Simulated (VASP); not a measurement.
# Mo (I4/mmm) in VASP: further runs

Runs on Mo. Level: PBE. Tasks: single point.

Everything below comes from runs of VASP 6.6.1. Logs are shortened: lines on timing, memory, paths and dates and some standing lists are left out, and cuts for length are marked.

### Step 1. The cell of the first run

Symmetry: I4/mmm, No. 139, tetragonal system. The conventional cell has a = 3.160 Å, b = 3.160 Å, c = 3.255 Å, α = 90.00°, β = 90.00°, γ = 90.00°. Within 3.6 Å of Mo (site symmetry 4/mmm) lie 14 Mo at 2.76 to 3.26 Å.

### Step 2. Single point, PBE (strain +0.0300 x Voigt [0, 1, 0, 0, 0, 0])

INCAR

```
SYSTEM = Mo
ALGO = Fast
EDIFF = 1E-6
ENCUT = 520
GGA = PE
ISIF = 2
ISMEAR = 0
LASPH = .True.
LCHARG = .False.
LREAL = .False.
LWAVE = .False.
NBANDS = 13
NELM = 100
PREC = Accurate
SIGMA = 0.15
```

KPOINTS

```
k-points
0
Gamma
  26 26 26
  0 0 0
```

POSCAR

```
Mo
1.0
   -1.5802194356      1.6276260187      1.5802194356
    1.5802194356     -1.6276260187      1.5802194356
    1.5802194356      1.6276260187     -1.5802194356
Mo
1
Direct
    0.0000000000      0.0000000000      0.0000000000
```

Potentials or basis: VASP PAW PBE potentials, release 64 (Mo_sv).

Started as:

```sh
> cat potpaw_PBE.64/Mo_sv/POTCAR > POTCAR
> mpirun -np 1 vasp_std > vasp.out
```

OUTCAR:

```text
SYSTEM = Mo
   EDIFF = 1E-6
   ENCUT = 520
   GGA = PE
   ISIF = 2
   ISMEAR = 0
   LASPH = .True.
   LREAL = .False.
   NELM = 100
   PREC = Accurate

 ion  position               nearest neighbor table
   1  0.000  0.000  0.000-

  LATTYP: Found a body centered tetragonal cell.
 ALAT       =     3.1604388712
 C/A-ratio  =     1.0300000000

  Lattice vectors:

 A1 = (  -1.5802194356,  -1.6276260187,   1.5802194356)
 A2 = (   1.5802194356,  -1.6276260187,  -1.5802194356)
 A3 = (   1.5802194356,   1.6276260187,   1.5802194356)

Analysis of symmetry for initial positions (statically):
=====================================================================
 Subroutine PRICEL returns:
 Original cell was already a primitive cell.

 Routine SETGRP: Setting up the symmetry group for a
 body centered tetragonal supercell.

 Subroutine GETGRP returns: Found 16 space group operations
 (whereof 16 operations were pure point group operations)
 out of a pool of 16 trial point group operations.

The static configuration has the point symmetry D_4h.

Analysis of symmetry for dynamics (positions and initial velocities):
=====================================================================
 Subroutine PRICEL returns:
 Original cell was already a primitive cell.

 Routine SETGRP: Setting up the symmetry group for a
 body centered tetragonal supercell.

 Subroutine GETGRP returns: Found 16 space group operations
 (whereof 16 operations were pure point group operations)
 out of a pool of 16 trial point group operations.

The dynamic configuration has the point symmetry D_4h.

 Subroutine INISYM returns: Found 16 space group operations
 (whereof 16 operations are pure point group operations),
 and found     1 'primitive' translations

----------------------------------------------------------------------------------------

                                     Primitive cell

  volume of cell :      16.2573

  direct lattice vectors                    reciprocal lattice vectors
    -1.580219436  1.627626019  1.580219436     0.000000000  0.307195876  0.316411752
     1.580219436 -1.627626019  1.580219436     0.316411752  0.000000000  0.316411752
     1.580219436  1.627626019 -1.580219436     0.316411752  0.307195876  0.000000000

  length of vectors
     2.764661532  2.764661532  2.764661532     0.441005332  0.447473791  0.441005332

  position of ions in fractional coordinates (direct lattice)
     0.000000000  0.000000000  0.000000000

  ion indices of the primitive-cell ions
   primitive index   ion index
                 1           1

----------------------------------------------------------------------------------------

 KPOINTS: k-points

Automatic generation of k-mesh.
 Grid dimensions read from file:
 generate k-points for:   26   26   26

 Generating k-lattice:

  Cartesian coordinates                     Fractional coordinates (reciprocal lattice)
     0.000000000  0.011815226  0.012169683     0.038461538  0.000000000 -0.000000000
     0.012169683  0.000000000  0.012169683     0.000000000  0.038461538  0.000000000
     0.012169683  0.011815226  0.000000000    -0.000000000  0.000000000  0.038461538

  Length of vectors
     0.016961744  0.017210530  0.016961744

  Shift w.r.t. Gamma in fractional coordinates (k-lattice)
     0.000000000  0.000000000  0.000000000

 Subroutine IBZKPT returns following result:
 ===========================================

 Found   1330 irreducible k-points:

 Following reciprocal coordinates:
            Coordinates               Weight
  0.000000  0.000000  0.000000      1.000000
  0.038462 -0.000000  0.000000      8.000000
  0.076923 -0.000000  0.000000      8.000000
  0.115385  0.000000  0.000000      8.000000
  0.153846 -0.000000  0.000000      8.000000
  0.192308 -0.000000  0.000000      8.000000
[... 16 lines left out ...]
  0.307692  0.038462  0.000000     16.000000
  0.346154  0.038462  0.000000     16.000000
 [... further k-points ...]
   k-points           NKPTS =   1330   k-points in BZ     NKDIM =   1330   number of bands    NBANDS=     13
   number of dos      NEDOS =    301   number of ions     NIONS =      1
   total plane-waves  NPLWV =  13824
   dimension x,y,z NGX =    24 NGY =   24 NGZ =   24
   dimension x,y,z NGXF=    48 NGYF=   48 NGZF=   48
   ions per type =               1
   NGX,Y,Z   is equivalent  to a cutoff of  14.43, 14.43, 14.43 a.u.
   NGXF,Y,Z  is equivalent  to a cutoff of  28.86, 28.86, 28.86 a.u.
 SYSTEM =  Mo
   PREC   = accura    normal or accurate (medium, high low for compatibility)
   ISTART =      0    job   : 0-new  1-cont  2-samecut
   ICHARG =      2    charge: 1-file 2-atom 10-const
   ISPIN  =      1    spin polarized calculation?
   LNONCOLLINEAR =      F non collinear calculations
   LSORBIT =      F    spin-orbit coupling
   LASPH  =      T    aspherical Exc in radial PAW
   ENCUT  =  520.0 eV  38.22 Ry    6.18 a.u.   5.14  5.14  5.14*2*pi/ulx,y,z
   NELM   =    100;   NELMIN=  2; NELMDL= -5     # of ELM steps
   EDIFF  = 0.1E-05   stopping-criterion for ELM
   LREAL  =      F    real-space projection
   EDIFFG = 0.1E-04   stopping-criterion for IOM
   NSW    =      0    number of steps for IOM
   IBRION =     -1    ionic relax: 0-MD 1-quasi-New 2-CG
   NFREE  =      0    steps in history (QN), initial steepest desc. (CG)
   ISIF   =      2    stress and relaxation
   ISYM   =      2    0-nonsym 1-usesym 2-fastsym
   POTIM  = 0.5000    time-step for ionic-motion
   TEBEG  =    0.0;   TEEND  =   0.0 temperature during run
   PSTRESS=    0.0 pullay stress
   NELECT =      14.0000    total number of electrons
   NUPDOWN=      -1.0000    fix difference up-down
   EMIN   =  10.00;   EMAX   =-10.00  energy-range for DOS
   EFERMI =   0.00;   METHOD = LEGACY
   ISMEAR =     0;   SIGMA  =   0.15  broadening in eV -4-tet -1-fermi 0-gaus
   EFERMI_NEDOS =   21; number of points for ismear=-14 and -15
   IALGO  =     68    algorithm
   IMIX   =      4    mixing-type and parameters
     AMIX     =   0.40;   BMIX     =  1.00
     AMIX_MAG =   1.60;   BMIX_MAG =  1.00
  volume/ion in A,a.u.               =      16.26       109.71
  Fermi-wavevector in a.u.,A,eV,Ry     =   1.557523  2.943291 33.006058  2.425877
  Thomas-Fermi vector in A             =   2.661161
   LORBIT       =      0    0 simple, 1 ext, 2 COOP (PROOUT), +10 PAW based schemes
   GGA     = PE    functional components
   LHFCALC =     F    Hartree Fock is set to
   AEXX    =    0.0000 exact exchange contribution
   IVDW    =     0    specifies the selected vdW correction
   LEPSILON=     F    determine dielectric tensor
   LRPA    =     F    only Hartree local field effects (RPA)
 non-spin polarized calculation
 RMM-DIIS sequential band-by-band and
 Gauss-broadening in eV      SIGMA  =   0.15
  energy-cutoff  :      520.00
  volume of cell :       16.26
 maximum number of plane-waves:       453
 NGX is ok and might be reduce to    24
   NGX = 11   NGY = 11   NGZ = 11

 number of electron      14.0000000 magnetization

 Free energy of the ion-electron system (eV)
  ---------------------------------------------------
  ext. energy  EPLUGINS =         0.00000000
  ---------------------------------------------------
  free energy    TOTEN  =       -10.92183705 eV

  energy without entropy =      -10.91497385  energy(sigma->0) =      -10.91840545

 E-fermi :  11.9633     XC(G=0): -13.1702

 val. band max:       11.9569719565   @ k =  -0.3462   0.3462   0.1923
 cond. band min:      11.9644864577   @ k =   0.3462  -0.2308   0.1154
 fundamental gap:      0.0075145012
 Fermi energy:        11.9633194837

 k-point     1 :       0.0000    0.0000    0.0000
  band No.  band energies     occupation
      1     -49.3073      2.00000
      2     -22.6642      2.00000
      3     -22.6557      2.00000
      4     -22.6557      2.00000
      5       4.8697      2.00000
      6      10.5838      2.00000
      7      10.5838      2.00000
      8      10.8985      2.00000
      9      13.3529      0.00000
     10      13.7536      0.00000
     11      26.3877      0.00000
     12      26.9335      0.00000
     13      26.9335      0.00000

 k-point     2 :       0.0385   -0.0000    0.0000
  band No.  band energies     occupation
      1     -49.3041      2.00000
      2     -22.6800      2.00000
      3     -22.6615      2.00000
      4     -22.6592      2.00000
      5       4.9324      2.00000
      6      10.5803      2.00000
      7      10.5918      2.00000
      8      10.9141      2.00000
      9      13.3149      0.00000
     10      13.7380      0.00000
     11      26.4774      0.00000
     12      27.0108      0.00000
     13      27.0376      0.00000

 k-point     3 :       0.0769   -0.0000    0.0000
  band No.  band energies     occupation
      1     -49.2947      2.00000
      2     -22.7355      2.00000
      3     -22.6785      2.00000
      4     -22.6599      2.00000
      5       5.1164      2.00000
      6      10.5571      2.00000
      7      10.5657      2.00000
      8      11.0223      2.00000
      9      13.2060      0.00000
     10      13.7074      0.00000
     11      26.6984      0.00000
     12      27.2458      0.00000
     13      27.3458      0.00000

 k-point     4 :       0.1154    0.0000    0.0000
  band No.  band energies     occupation
      1     -49.2797      2.00000
      2     -22.8248      2.00000
      3     -22.7056      2.00000
      4     -22.6601      2.00000
      5       5.4094      2.00000
      6      10.4344      2.00000
      7      10.5302      2.00000
      8      11.2750      2.00000
      9      13.0587      0.00000
     10      13.6843      0.00000
     11      26.9389      0.00000
     12      27.6109      0.00000
     13      27.8463      0.00000

 k-point     5 :       0.1538   -0.0000    0.0000
  band No.  band energies     occupation
      1     -49.2597      2.00000
      2     -22.9412      2.00000
      3     -22.7411      2.00000
      4     -22.6603      2.00000
      5       5.7875      2.00000
      6      10.2533      2.00000
      7      10.4683      2.00000
      8      11.6506      1.99680
      9      12.9316      0.00000
     10      13.6768      0.00000
     11      27.0901      0.00000
     12      27.9731      0.00000
     13      28.5216      0.00000
[... 257 lines left out ...]
 k-point    22 :       0.2692    0.0385    0.0000
  band No.  band energies     occupation
      1     -49.1679      2.00000
      2     -23.4494      2.00000
      3     -22.8988      2.00000
      4     -22.6699      2.00000
      5       7.0756      2.00000
      6       9.4933      2.00000
      7      10.5879      2.00000
      8      12.9883      0.00000
      9      13.7397      0.00000
     10      13.8798      0.00000
     11      26.0558      0.00000
     12      26.7983      0.00000
     13      31.7600      0.00000

 k-point    23 :       0.3077    0.0385    0.0000
  band No.  band energies     occupation
      1     -49.1427      2.00000
      2     -23.5832      2.00000
      3     -22.9429      2.00000
      4     -22.6700      2.00000
      5       7.1559      2.00000
      6       9.3021      2.00000
      7      11.0169      2.00000
      8      13.1240      0.00000
      9      13.9692      0.00000
     10      14.4368      0.00000
     11      25.4625      0.00000
     12      25.8549      0.00000
     13      32.3240      0.00000

 k-point    24 :       0.3462    0.0385    0.0000
  band No.  band energies     occupation
      1     -49.1205      2.00000
      2     -23.6994      2.00000
      3     -22.9815      2.00000
      4     -22.6701      2.00000
      5       7.1266      2.00000
      6       9.1407      2.00000
      7      11.5797      1.99970
      8      13.2744      0.00000
      9      14.0616      0.00000
     10      15.1222      0.00000
     11      24.8500      0.00000
     12      24.9542      0.00000
     13      31.1721      0.00000

 [... further k-points ...]

------------------------ aborting loop because EDIFF is reached ----------------------------------------

  FORCE on cell =-STRESS in cart. coord.  units (eV):
  Direction    XX          YY          ZZ          XY          YZ          ZX
  --------------------------------------------------------------------------------------
  -------------------------------------------------------------------------------------
  Total       -0.3816512     -1.2191702     -0.3816512     -0.0000000      0.0000000      0.0000000
  in kB      -37.6121235   -120.1504780    -37.6121235     -0.0000000      0.0000000      0.0000000
  external PRESSURE =     -65.1249083 kB  Pullay stress =       0.0000000 kB

 VOLUME and BASIS-vectors are now :
 -----------------------------------------------------------------------------
  energy-cutoff  :      520.00
  volume of cell :       16.26
      direct lattice vectors                 reciprocal lattice vectors
    -1.580219436  1.627626019  1.580219436     0.000000000  0.307195876  0.316411752
     1.580219436 -1.627626019  1.580219436     0.316411752  0.000000000  0.316411752
     1.580219436  1.627626019 -1.580219436     0.316411752  0.307195876  0.000000000

 POSITION                                       TOTAL-FORCE (eV/Angst)
 -----------------------------------------------------------------------------------
      0.00000      0.00000      0.00000        -0.000000     -0.000000     -0.000000
 -----------------------------------------------------------------------------------
    total drift:                                0.000000      0.000000     -0.000000

  FREE ENERGIE OF THE ION-ELECTRON SYSTEM (eV)
  ---------------------------------------------------
  free  energy   TOTEN  =       -10.9218370540 eV

  energy  without entropy=      -10.9149738529  energy(sigma->0) =      -10.91840545
```

Run time: 92 s. Hardware: 1 thread of Intel Xeon 6975P-C (Granite Rapids), shared host; peak memory 0.36 GiB.

What came out:

| Item | Value |
| --- | --- |
| Free energy | -10.9218 eV |
| Pressure | -6.5 GPa |
| Band gap on the k mesh | zero (bands 7 and 8 overlap by 4.82 eV) |

Stress tensor (GPa, compression positive):
```
 -3.76   0.00   0.00
  0.00 -12.02   0.00
  0.00   0.00  -3.76
```

Caveat: the cell differs from its parent crystal (strain +0.0300 x Voigt [0, 1, 0, 0, 0, 0]); the cell stands under tension.

### Step 3. Single point, PBE (strain +0.0350 x Voigt [0, 1, 0, 0, 0, 0])

INCAR

```
SYSTEM = Mo
PREC     = Accurate       ! precision mode
ENCUT    = 520            ! plane-wave cutoff, eV
EDIFF    = 1E-7           ! SCF threshold, eV
ISMEAR   = 0              ! smearing method
SIGMA    = 0.15           ! smearing width, eV
LREAL    = .FALSE.        ! projectors in reciprocal space
LASPH    = .TRUE.         ! aspherical terms in the spheres
NELM     = 60             ! most SCF steps
ALGO     = Fast           ! electronic algorithm
ISIF     = 2              ! what is computed and relaxed
LWAVE    = .FALSE.        ! write WAVECAR
LCHARG   = .FALSE.        ! write CHGCAR
GGA      = PE             ! functional
NBANDS   = 13             ! bands
```

KPOINTS

```
Automatic mesh
0
G
  26 26 26
  0 0 0
```

POSCAR

```
Mo
1.0
   -1.5802194356      1.6355271158      1.5802194356
    1.5802194356     -1.6355271158      1.5802194356
    1.5802194356      1.6355271158     -1.5802194356
Mo
1
Direct
    0.0000000000      0.0000000000      0.0000000000
```

Potentials or basis: VASP PAW PBE potentials, release 64 (Mo_sv).

Started as:

```sh
> cat potpaw_PBE.64/Mo_sv/POTCAR > POTCAR
> mpirun -np 1 vasp_std > vasp.out
```

OUTCAR:

```text
SYSTEM = Mo
   PREC = Accurate
   ENCUT = 520
   EDIFF = 1E-7
   ISMEAR = 0
   LREAL = .FALSE.
   LASPH = .TRUE.
   NELM = 60
   ISIF = 2
   GGA = PE

 ion  position               nearest neighbor table
   1  0.000  0.000  0.000-

  LATTYP: Found a body centered tetragonal cell.
 ALAT       =     3.1604388712
 C/A-ratio  =     1.0350000000

  Lattice vectors:

 A1 = (  -1.5802194356,  -1.6355271158,   1.5802194356)
 A2 = (   1.5802194356,  -1.6355271158,  -1.5802194356)
 A3 = (   1.5802194356,   1.6355271158,   1.5802194356)

[... 564 lines left out ...]

 [... further k-points ...]

------------------------ aborting loop because EDIFF is reached ----------------------------------------

  FORCE on cell =-STRESS in cart. coord.  units (eV):
  Direction    XX          YY          ZZ          XY          YZ          ZX
  --------------------------------------------------------------------------------------
  -------------------------------------------------------------------------------------
  Total       -0.4576561     -1.4192766     -0.4576561      0.0000000      0.0000000      0.0000000
  in kB      -44.8845967   -139.1954695    -44.8845967      0.0000000      0.0000000      0.0000000
  external PRESSURE =     -76.3215543 kB  Pullay stress =       0.0000000 kB

 VOLUME and BASIS-vectors are now :
 -----------------------------------------------------------------------------
  energy-cutoff  :      520.00
  volume of cell :       16.34
      direct lattice vectors                 reciprocal lattice vectors
    -1.580219436  1.635527116  1.580219436     0.000000000  0.305711838  0.316411752
     1.580219436 -1.635527116  1.580219436     0.316411752  0.000000000  0.316411752
     1.580219436  1.635527116 -1.580219436     0.316411752  0.305711838  0.000000000

 POSITION                                       TOTAL-FORCE (eV/Angst)
 -----------------------------------------------------------------------------------
      0.00000      0.00000      0.00000        -0.000000     -0.000000     -0.000000
 -----------------------------------------------------------------------------------
    total drift:                                0.000000      0.000000     -0.000000

  FREE ENERGIE OF THE ION-ELECTRON SYSTEM (eV)
  ---------------------------------------------------
  free  energy   TOTEN  =       -10.9154661288 eV

  energy  without entropy=      -10.9084954805  energy(sigma->0) =      -10.91198080
```

OSZICAR:

```text
N       E                     dE             d eps       ncg     rms          rms(c)
DAV:   1     0.922691739762E+02    0.92269E+02   -0.80316E+03 34872   0.110E+03
DAV:   2    -0.104353529434E+02   -0.10270E+03   -0.98904E+02 39940   0.309E+02
DAV:   3    -0.116102112092E+02   -0.11749E+01   -0.11715E+01 38630   0.329E+01
DAV:   4    -0.116129378412E+02   -0.27266E-02   -0.27266E-02 38815   0.193E+00
DAV:   5    -0.116129561562E+02   -0.18315E-04   -0.18314E-04 39310   0.141E-01    0.133E+01
RMM:   6    -0.109952518131E+02    0.61770E+00   -0.75659E-01 34691   0.805E+00    0.361E+00
RMM:   7    -0.109183018149E+02    0.76950E-01   -0.20468E-01 35533   0.411E+00    0.118E+00
RMM:   8    -0.109157195590E+02    0.25823E-02   -0.10801E-02 38233   0.114E+00    0.147E-01
RMM:   9    -0.109154754729E+02    0.24409E-03   -0.11929E-03 38742   0.360E-01    0.420E-02
RMM:  10    -0.109154672093E+02    0.82635E-05   -0.20792E-04 39806   0.155E-01    0.256E-02
RMM:  11    -0.109154663658E+02    0.84354E-06   -0.16034E-05 39309   0.510E-02    0.217E-03
RMM:  12    -0.109154659228E+02    0.44299E-06   -0.29210E-06 39700   0.209E-02    0.156E-03
RMM:  13    -0.109154662242E+02   -0.30142E-06   -0.48978E-07 33824   0.913E-03    0.414E-04
RMM:  14    -0.109154660987E+02    0.12558E-06   -0.11675E-07 24403   0.417E-03    0.273E-04
RMM:  15    -0.109154661288E+02   -0.30164E-07   -0.19311E-08 19045   0.170E-03
   1 F= -.10915466E+02 E0= -.10911981E+02  d E =-.697065E-02
```

stdout:

```text
POSCAR found type information on POSCAR Mo
 POSCAR found :  1 types and       1 ions
 scaLAPACK will be used
 LDA part: xc-table for (Slater+PW92), standard interpolation
 POSCAR, INCAR and KPOINTS ok, starting setup
 FFT: planning ... GRIDC
 FFT: planning ... GRID_SOFT
 FFT: planning ... GRID
 WAVECAR not read
 entering main loop
```

Run time: 2.1 min. Hardware: 1 thread of Intel Xeon 6975P-C (Granite Rapids), shared host; peak memory 0.36 GiB.

Results:

* Free energy: -10.9155 eV
* Pressure: -7.6 GPa
* Band gap on the k mesh: zero (bands 7 and 8 overlap by 4.75 eV)

Caveat: the cell differs from its parent crystal (strain +0.0350 x Voigt [0, 1, 0, 0, 0, 0]); the cell stands under tension.

(Continued in part 2 of 2.)
